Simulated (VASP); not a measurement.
Write the native input for VASP 6.6.1 that does the following.

```yaml
Task: single point
Functional: PBEsol
Potentials_or_basis: VASP PAW PBE potentials, release 64 (P)
Cutoff: 520 eV
k_mesh: 18 × 18 × 18
Occupations: gaussian, width 0.1 eV
Spin: no spin polarisation
Dipole_correction: no
Further_INCAR_settings: ALGO = Normal; EDIFF = 1e-07; NBANDS = 8
```

The structure of P lies in POSCAR:

```
P
1.0
    2.4216127201      0.0000000000      0.0000000000
    0.0000000000      2.4216127201      0.0000000000
    0.0484322544      0.0000000000      2.4216127201
P
1
Direct
    0.0000000000      0.0000000000      0.0000000000
```

This cell differs from its parent crystal: shear of c along a, cell held: +2.0 %.

The input as run:

INCAR

```
ALGO = Normal ; EDIFF = 1E-7
ENCUT = 520 ; GGA = PS
ISIF = 2 ; ISMEAR = 0
LASPH = T ; LCHARG = F
LREAL = F ; LWAVE = F
NBANDS = 8 ; NELM = 100
PREC = Accurate ; SIGMA = 0.1
```

KPOINTS

```
k-points
0
Gamma
  18 18 18
```

Potentials or basis: VASP PAW PBE potentials, release 64 (P).

The run is started by

```console
$ cat potpaw_PBE.64/P/POTCAR > POTCAR
$ mpirun -np 1 vasp_std > vasp.out
```

Results of the run:

| Item | Value |
| --- | --- |
| Pressure | 0.1 GPa |

Caveat: the cell differs from its parent crystal (shear of c along a, cell held: +2.0 %); the PAW data sets were made with another functional, which shifts forces and pressure a little.

Run time: 54 s on 1 thread of Intel(R) Xeon(R) 6975P-C (Granite Rapids), on a shared host, peak memory 0.24 GiB.
